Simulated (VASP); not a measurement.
# Ge (Imma) in VASP: further runs, part 2 of 2

VASP 6.6.1. Earlier steps stand in the parts before.

### Step 4. Single point, r2SCAN

This run uses another cell than the first one, of 18.51 Å³/atom.

The input, POSCAR:

```
Ge
1.0
   -2.4735140407      2.6270841901      1.4240618618
    2.4735140407     -2.6270841901      1.4240618618
    2.4735140407      2.6270841901     -1.4240618618
Ge
2
Direct
    0.1859400000      0.9359400000      0.2500000000
    0.8140600000      0.0640600000      0.7500000000
```

The input, INCAR.step1:

```
  ALGO = Normal
  EDIFF = 1E-4
  ENCUT = 520
  GGA = PE
  ISMEAR = 1
  LASPH = True
  LCHARG = False
  LREAL = False
  LWAVE = True
  NBANDS = 21
  NELM = 100
  PREC = Accurate
  SIGMA = 0.1
```

The input, INCAR.step2:

```
  ALGO = Normal
  EDIFF = 1E-7
  ENCUT = 520
  ISIF = 2
  ISMEAR = 1
  ISTART = 1
  LASPH = True
  LCHARG = False
  LMIXTAU = True
  LREAL = False
  LWAVE = False
  METAGGA = R2SCAN
  NBANDS = 21
  NELM = 100
  PREC = Accurate
  SIGMA = 0.1
```

The input, KPOINTS:

```
k-points
0
Gamma
  11 11 11
```

Potentials or basis: VASP PAW PBE potentials, release 64 (Ge_d).

Run with:

```bash
> cat potpaw_PBE.64/Ge_d/POTCAR > POTCAR
> cp INCAR.step1 INCAR
> mpirun -np 1 vasp_std > vasp.out
> cp INCAR.step2 INCAR
> mpirun -np 1 vasp_std > vasp.out
```

OUTCAR:

```text
EDIFF = 1E-7
   ENCUT = 520
   ISIF = 2
   ISMEAR = 1
   ISTART = 1
   LASPH = True
   LREAL = False
   METAGGA = R2SCAN
   NELM = 100
   PREC = Accurate

 ion  position               nearest neighbor table
   1  0.186  0.936  0.250-   2 2.65   2 2.65   2 2.69   2 2.69
   2  0.814  0.064  0.750-   1 2.65   1 2.65   1 2.69   1 2.69

  LATTYP: Found a body centered orthorhombic cell.
 ALAT       =     2.8481237236
 B/A-ratio  =     1.7369428303
 C/A-ratio  =     1.8447823515

  Lattice vectors:

 A1 = (   2.4735140407,  -2.6270841901,   1.4240618618)
 A2 = (  -2.4735140407,  -2.6270841901,  -1.4240618618)
 A3 = (   2.4735140407,   2.6270841901,  -1.4240618618)

Analysis of symmetry for initial positions (statically):
=====================================================================
 Subroutine PRICEL returns:
 Original cell was already a primitive cell.

 Routine SETGRP: Setting up the symmetry group for a
[... 165 lines left out ...]
  ext. energy  EPLUGINS =         0.00000000
  ---------------------------------------------------
  free energy    TOTEN  =       -27.00420032 eV

  energy without entropy =      -27.00409316  energy(sigma->0) =      -27.00416460

 E-fermi :   6.7303     XC(G=0): -12.3953

 val. band max:        6.7271896968   @ k =  -0.0000   0.2727   0.0000
 cond. band min:       6.7586894306   @ k =  -0.2727   0.3636   0.1818
 fundamental gap:      0.0314997338
 Fermi energy:         6.7302818987

 k-point     1 :       0.0000    0.0000    0.0000
  band No.  band energies     occupation
      1     -18.8061      2.00000
      2     -18.7205      2.00000
      3     -18.7153      2.00000
      4     -18.7113      2.00000
      5     -18.6729      2.00000
      6     -18.6294      2.00000
[... 565 lines left out ...]
     20      18.4127      0.00000
     21      18.5400      0.00000

 [... further k-points ...]

------------------------ aborting loop because EDIFF is reached ----------------------------------------

  FORCE on cell =-STRESS in cart. coord.  units (eV):
  Direction    XX          YY          ZZ          XY          YZ          ZX
  --------------------------------------------------------------------------------------
  -------------------------------------------------------------------------------------
  Total        0.4106132     -0.1096018      0.1156882      0.0000000     -0.0000000      0.0000000
  in kB       17.7732243     -4.7440682      5.0075157      0.0000000     -0.0000000      0.0000000
  external PRESSURE =       6.0122240 kB  Pullay stress =       0.0000000 kB

 VOLUME and BASIS-vectors are now :
 -----------------------------------------------------------------------------
  energy-cutoff  :      520.00
  volume of cell :       37.01
      direct lattice vectors                 reciprocal lattice vectors
    -2.473514041  2.627084190  1.424061862     0.000000000  0.190325077  0.351108343
     2.473514041 -2.627084190  1.424061862     0.202141565  0.000000000  0.351108343
     2.473514041  2.627084190 -1.424061862     0.202141565  0.190325077  0.000000000

 POSITION                                       TOTAL-FORCE (eV/Angst)
 -----------------------------------------------------------------------------------
      2.47351     -1.31354      1.24161         0.000000      0.000000     -0.089967
      0.00000      3.94063      0.18245        -0.000000     -0.000000      0.089967
 -----------------------------------------------------------------------------------
    total drift:                                0.000000      0.000000     -0.000000

  FREE ENERGIE OF THE ION-ELECTRON SYSTEM (eV)
  ---------------------------------------------------
  free  energy   TOTEN  =       -27.0042003176 eV

  energy  without entropy=      -27.0040931623  energy(sigma->0) =      -27.00416460
```

OUTCAR.step1:

```text
EDIFF = 1E-4
   ENCUT = 520
   GGA = PE
   ISMEAR = 1
   LASPH = True
[... 801 lines left out ...]
 -----------------------------------------------------------------------------------
      2.47351     -1.31354      1.24161        -0.000000     -0.000000     -0.058176
      0.00000      3.94063      0.18245         0.000000      0.000000      0.058176
 -----------------------------------------------------------------------------------
    total drift:                                0.000000      0.000000     -0.000000

  FREE ENERGIE OF THE ION-ELECTRON SYSTEM (eV)
  ---------------------------------------------------
  free  energy   TOTEN  =        -8.5437990981 eV

  energy  without entropy=       -8.5437814744  energy(sigma->0) =       -8.54379322
```

Run time: 18 min. Hardware: 1 thread of Intel Xeon Platinum 8259CL at 2.50GHz (Skylake/Cascade Lake), shared host; peak memory 0.26 GiB.

Results:

```yaml
Free_energy: -27.0042 eV
Pressure: 0.6 GPa
Largest_force: 0.090 eV/Å
Band_gap_on_the_k_mesh: zero (bands 14 and 15 overlap by 5.71 eV)
```

Forces on the atoms (eV/Å):
```
Ge   0.000  0.000 -0.090
Ge   0.000  0.000  0.090
```

Stress tensor (GPa, compression positive):
```
 1.78  0.00  0.00
 0.00 -0.47  0.00
 0.00  0.00  0.50
```

Levels at points of the mesh, in eV from the Fermi level:
| k point | band 12 | band 13 | band 14 | band 15 | band 16 | band 17 |
| --- | --- | --- | --- | --- | --- | --- |
| (0.00, 0.00, 0.00) | -3.76 | -2.68 | -2.16 | 3.86 | 7.44 | 7.75 |

Caveat: the PAW data sets were made with another functional, which shifts forces and pressure a little.

### Step 5. Summary

| cell | gap on the mesh (eV) | pressure (GPa) | largest force (eV/Å) |
| --- | --- | --- | --- |
| a = 3.807 Å, angles 100.8, 94.7, 136.9°, 2 atoms | none | 5.7 | 0.07 |
| a = 3.843 Å, angles 100.8, 94.7, 136.9°, 2 atoms | none | 3.0 | 0.08 |
| a = 3.879 Å, angles 100.8, 94.7, 136.9°, 2 atoms | none | 0.6 | 0.09 |

Alike in all rows: task single point; level r2SCAN; potentials or basis VASP PAW PBE potentials, release 64 (Ge_d); no spin polarisation; k mesh 11 × 11 × 11; cutoff (eV) 520; smearing methfessel-paxton 0.1 eV.

Caveats: the PAW data sets were made with another functional, which shifts forces and pressure a little; the cell stands under pressure (at least some runs).

Total energies depend on the potentials used, so only differences within one code and one set of settings carry meaning.
